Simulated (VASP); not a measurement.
# SnO2 (P6_3/mmc) in VASP: further runs

The runs below take SnO2 through single point, with PBE+D3(BJ).

All numbers are computed with VASP 6.6.1; they aren't measurements. Logs are shortened: lines on timing, memory, paths and dates and some standing lists are left out, and cuts for length are marked.

## 1. The cell of the first run

The structure is hexagonal, space group P6_3/mmc (No. 194). Conventional cell: a = 3.212 Å, b = 3.212 Å, c = 11.118 Å, α = 90.00°, β = 90.00°, γ = 120.00°. Sn (site symmetry -3m) has 6 O at 2.15 Å within 2.8 Å. O (site symmetry 3m) has 3 Sn at 2.15 Å and 3 O at 2.86 Å within 2.9 Å.

## 2. Single point, PBE+D3(BJ) (strain +0.0750 x Voigt [0, 0, 1, 0, 0, 0])

INCAR

```
  ALGO = Normal
  EDIFF = 1E-7
  ENCUT = 520
  GGA = PE
  ISIF = 2
  ISMEAR = 0
  IVDW = 12
  LASPH = T
  LCHARG = F
  LREAL = F
  LWAVE = F
  NBANDS = 35
  NELM = 60
  PREC = Accurate
  SIGMA = 0.05
```

KPOINTS

```
k-points
0
Gamma
  12 12 4
```

POSCAR

```
SnO2
1.0
    3.2115702651      0.0000000000      0.0000000000
   -1.6057851326      2.7813014356      0.0000000000
    0.0000000000      0.0000000000     11.1184627390
Sn O
2 4
Direct
    0.0000000000      0.0000000000      0.5000000000
    0.0000000000      0.0000000000      0.0000000000
    0.6666666667      0.3333333333      0.4018666787
    0.6666666667      0.3333333333      0.0981333213
    0.3333333333      0.6666666667      0.5981333213
    0.3333333333      0.6666666667      0.9018666787
```

Potentials or basis: VASP PAW PBE potentials, release 64 (Sn_d, O).

Command:

```console
$ cat potpaw_PBE.64/Sn_d/POTCAR potpaw_PBE.64/O/POTCAR > POTCAR
$ mpirun -np 1 vasp_std > vasp.out
```

OUTCAR:

```text
EDIFF = 1E-7
   ENCUT = 520
   GGA = PE
   ISIF = 2
   ISMEAR = 0
   IVDW = 12
   LASPH = T
   LREAL = F
   NELM = 60
   PREC = Accurate
 IVDW          = 12

 ion  position               nearest neighbor table
   1  0.000  0.000  0.500-   3 2.15   5 2.15   3 2.15   5 2.15   3 2.15   5 2.15
   2  0.000  0.000  0.000-   4 2.15   6 2.15   4 2.15   6 2.15   4 2.15   6 2.15
   3  0.667  0.333  0.402-   1 2.15   1 2.15   1 2.15
   4  0.667  0.333  0.098-   2 2.15   2 2.15   2 2.15
   5  0.333  0.667  0.598-   1 2.15   1 2.15   1 2.15
   6  0.333  0.667  0.902-   2 2.15   2 2.15   2 2.15

  LATTYP: Found a hexagonal cell.
 ALAT       =     3.2115702651
 C/A-ratio  =     3.4620020181

  Lattice vectors:

 A1 = (   3.2115702651,   0.0000000000,   0.0000000000)
 A2 = (  -1.6057851326,   2.7813014356,   0.0000000000)
 A3 = (   0.0000000000,   0.0000000000,  11.1184627390)

Analysis of symmetry for initial positions (statically):
=====================================================================
 Subroutine PRICEL returns:
 Original cell was already a primitive cell.

 Routine SETGRP: Setting up the symmetry group for a
 hexagonal supercell.

 Subroutine GETGRP returns: Found 24 space group operations
 (whereof 12 operations were pure point group operations)
 out of a pool of 24 trial point group operations.

The static configuration has the point symmetry D_3d.
 The point group associated with its full space group is D_6h.

Analysis of symmetry for dynamics (positions and initial velocities):
=====================================================================
 Subroutine PRICEL returns:
 Original cell was already a primitive cell.

 Routine SETGRP: Setting up the symmetry group for a
 hexagonal supercell.

 Subroutine GETGRP returns: Found 24 space group operations
 (whereof 12 operations were pure point group operations)
 out of a pool of 24 trial point group operations.

The dynamic configuration has the point symmetry D_3d.
 The point group associated with its full space group is D_6h.

 Subroutine INISYM returns: Found 24 space group operations
 (whereof 12 operations are pure point group operations),
 and found     1 'primitive' translations

----------------------------------------------------------------------------------------

[... 100 lines left out ...]
   EDIFF  = 0.1E-06   stopping-criterion for ELM
   LREAL  =      F    real-space projection
   EDIFFG = 0.1E-05   stopping-criterion for IOM
   NSW    =      0    number of steps for IOM
   IBRION =     -1    ionic relax: 0-MD 1-quasi-New 2-CG
   NFREE  =      0    steps in history (QN), initial steepest desc. (CG)
   ISIF   =      2    stress and relaxation
   ISYM   =      2    0-nonsym 1-usesym 2-fastsym
   POTIM  = 0.5000    time-step for ionic-motion
   TEBEG  =    0.0;   TEEND  =   0.0 temperature during run
   PSTRESS=    0.0 pullay stress
   NELECT =      52.0000    total number of electrons
   NUPDOWN=      -1.0000    fix difference up-down
   EMIN   =  10.00;   EMAX   =-10.00  energy-range for DOS
   EFERMI =   0.00;   METHOD = LEGACY
   ISMEAR =     0;   SIGMA  =   0.05  broadening in eV -4-tet -1-fermi 0-gaus
   EFERMI_NEDOS =   21; number of points for ismear=-14 and -15
   IALGO  =     38    algorithm
   IMIX   =      4    mixing-type and parameters
     AMIX     =   0.40;   BMIX     =  1.00
     AMIX_MAG =   1.60;   BMIX_MAG =  1.00
  volume/ion in A,a.u.               =      16.55       111.70
  Fermi-wavevector in a.u.,A,eV,Ry     =   1.319489  2.493473 23.688450  1.741052
  Thomas-Fermi vector in A             =   2.449384
   LORBIT       =      0    0 simple, 1 ext, 2 COOP (PROOUT), +10 PAW based schemes
   GGA     = PE    functional components
   LHFCALC =     F    Hartree Fock is set to
   AEXX    =    0.0000 exact exchange contribution
   IVDW    =    12    specifies the selected vdW correction
   LEPSILON=     F    determine dielectric tensor
   LRPA    =     F    only Hartree local field effects (RPA)
 non-spin polarized calculation
 Gauss-broadening in eV      SIGMA  =   0.05
  energy-cutoff  :      520.00
  volume of cell :       99.31
 maximum number of plane-waves:      2718
 NGX is ok and might be reduce to    24
   NGX = 11   NGY = 11   NGZ = 41

 number of electron      52.0000002 magnetization

 Free energy of the ion-electron system (eV)
  ---------------------------------------------------
  ext. energy  EPLUGINS =         0.00000000
  ---------------------------------------------------
  free energy    TOTEN  =       -36.22646014 eV

  energy without entropy =      -36.22646014  energy(sigma->0) =      -36.22646014

 E-fermi :   2.0724     XC(G=0):  -9.1304

 val. band max:        1.7757321483   @ k =   0.2500   0.1667   0.0000
 cond. band min:       3.9209976790   @ k =   0.0000   0.0000   0.0000
 fundamental gap:      2.1452655307
 Fermi energy:         2.0723565027

 k-point     1 :       0.0000    0.0000    0.0000
  band No.  band energies     occupation
      1     -18.1405      2.00000
      2     -18.1403      2.00000
      3     -18.0243      2.00000
      4     -18.0243      2.00000
      5     -18.0243      2.00000
      6     -18.0243      2.00000
[... 901 lines left out ...]
     34      13.3544      0.00000
     35      13.7320      0.00000

 [... further k-points ...]

------------------------ aborting loop because EDIFF is reached ----------------------------------------

 Edisp (eV)   -0.91500

 E8    (eV) :    -0.3576

  FORCE on cell =-STRESS in cart. coord.  units (eV):
  Direction    XX          YY          ZZ          XY          YZ          ZX
  --------------------------------------------------------------------------------------
  -------------------------------------------------------------------------------------
  Total      -2.16876    -2.16876    -4.49375     0.00000     0.00000    -0.00000
  in kB     -34.98735   -34.98735   -72.49512     0.00000     0.00000    -0.00000
  external pressure =      -47.49 kB  Pullay stress =        0.00 kB

 VOLUME and BASIS-vectors are now :
 -----------------------------------------------------------------------------
  energy-cutoff  :      520.00
  volume of cell :       99.31
      direct lattice vectors                 reciprocal lattice vectors
     3.211570265  0.000000000  0.000000000     0.311374162  0.179771956  0.000000000
    -1.605785133  2.781301436  0.000000000     0.000000000  0.359543913  0.000000000
     0.000000000  0.000000000 11.118462739     0.000000000  0.000000000  0.089940491

 POSITION                                       TOTAL-FORCE (eV/Angst)
 -----------------------------------------------------------------------------------
      0.00000      0.00000      5.55923        -0.000000      0.000000     -0.000000
      0.00000      0.00000      0.00000        -0.000000      0.000000     -0.000000
      1.60579      0.92710      4.46814         0.000000     -0.000000      0.892097
      1.60579      0.92710      1.09109        -0.000000     -0.000000     -0.892097
     -0.00000      1.85420      6.65032         0.000000      0.000000     -0.892097
     -0.00000      1.85420     10.02737         0.000000      0.000000      0.892097
 -----------------------------------------------------------------------------------
    total drift:                               -0.000000      0.000000      0.000000

  FREE ENERGIE OF THE ION-ELECTRON SYSTEM (eV)
  ---------------------------------------------------
  free  energy   TOTEN  =       -37.1414645816 eV

  energy  without entropy=      -37.1414645816  energy(sigma->0) =      -37.14146458
```

stdout:

```text
POSCAR found type information on POSCAR SnO
 POSCAR found :  2 types and       6 ions
 scaLAPACK will be used
 LDA part: xc-table for (Slater+PW92), standard interpolation
 POSCAR, INCAR and KPOINTS ok, starting setup
 FFT: planning ... GRIDC
 FFT: planning ... GRID_SOFT
 FFT: planning ... GRID
 WAVECAR not read
 entering main loop
```

It took 2 min on 1 thread of AMD EPYC 9R45 (Zen 5), shared host; peak memory 0.29 GiB.

Results:

* Free energy: -37.1415 eV
* Pressure: -4.7 GPa
* Largest force: 0.892 eV/Å
* Band gap on the k mesh: 2.15 eV (least direct gap 2.44 eV)
* Dispersion energy per atom: -0.152 eV

Forces on the atoms (eV/Å):
```
Sn   0.000  0.000  0.000
Sn   0.000  0.000  0.000
O    0.000  0.000  0.892
O    0.000  0.000 -0.892
O    0.000  0.000 -0.892
O    0.000  0.000  0.892
```

Caveat: the cell differs from its parent crystal (strain +0.0750 x Voigt [0, 0, 1, 0, 0, 0]); the cell stands under tension; spin-orbit coupling is left out, which moves the levels of the heavy elements. A k mesh can miss the band edges.

(Continued in part 2 of 2.)
